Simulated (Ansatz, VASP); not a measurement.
**InSb in VASP and in Ansatz**

File INCAR:

```
  PREC = Accurate
  ENCUT = 520
  EDIFF = 1E-6
  ISMEAR = 1
  SIGMA = 0.05
  LREAL = F
  LASPH = T
  NELM = 80
  ALGO = Normal
  ISIF = 2
  LWAVE = F
  LCHARG = T
  GGA = PE
  LELF = T
  LVHAR = T
  NBANDS = 16
```

KPOINTS

```
Automatic mesh
0
Gamma
  14 14 8
```

Contents of POSCAR:

```
InSb
1.0
    3.0766560000      0.0000000000      0.0000000000
    0.0000000000      3.0766560000      0.0000000000
    0.0000000000      0.0000000000      6.2154700000
In Sb
1 1
Direct
    0.0000000000      0.0000000000      0.0000000000
    0.0000000000      0.0000000000      0.5000000000
```

Input for Ansatz:

```yaml
crystal:
  lattice:
    - [3.076656, 0.0, 0.0]
    - [0.0, 3.076656, 0.0]
    - [0.0, 0.0, 6.21547]
  atoms:
    - { symbol: In, position: [0.0, 0.0, 0.0] }
    - { symbol: Sb, position: [0.0, 0.0, 0.5] }
basis:
  ecutwfc: 420
kpoints:
  mp_grid: { grid: [14, 14, 8] }
hamiltonian:
  xc: pbe
scf:
  occupations: { method: methfessel_paxton, width: 0.05 }
output:
  forces: true
  stress: true
  eigenvalues: true
```

Alike in both runs: task single point; functional PBE; k mesh 14 × 14 × 8; occupations methfessel-paxton of order 1, width 0.05 eV; no spin polarisation.

|  | VASP | Ansatz |
| --- | --- | --- |
| version | VASP 6.6.1 | Ansatz 0.2.0 |
| potentials or method | VASP PAW PBE potentials, release 64 (In_d, Sb), cutoff 520 eV | scalar-relativistic, plane waves, PAW |
| valence electrons in the cell | 18 | 28 |

VASP gave:

| Property | Result |
| --- | --- |
| gap on the k mesh at the Fermi level (eV) | none |
| pressure (GPa) | 0.5 |
| traceless stress, the component that is largest in VASP (GPa) | -0.11 |

Estimate Ansatz's values.

gap on the k mesh at the Fermi level (eV): none; pressure (GPa): 0.5; traceless stress, the component that is largest in VASP (GPa): -0.10.

A gap of «none» marks a metal or a gap that the smearing closes. VASP's potentials hold 18 valence electrons a cell and Ansatz's 28, so a difference there can come from the potentials and not from the codes.

Neither program's run includes spin-orbit coupling.
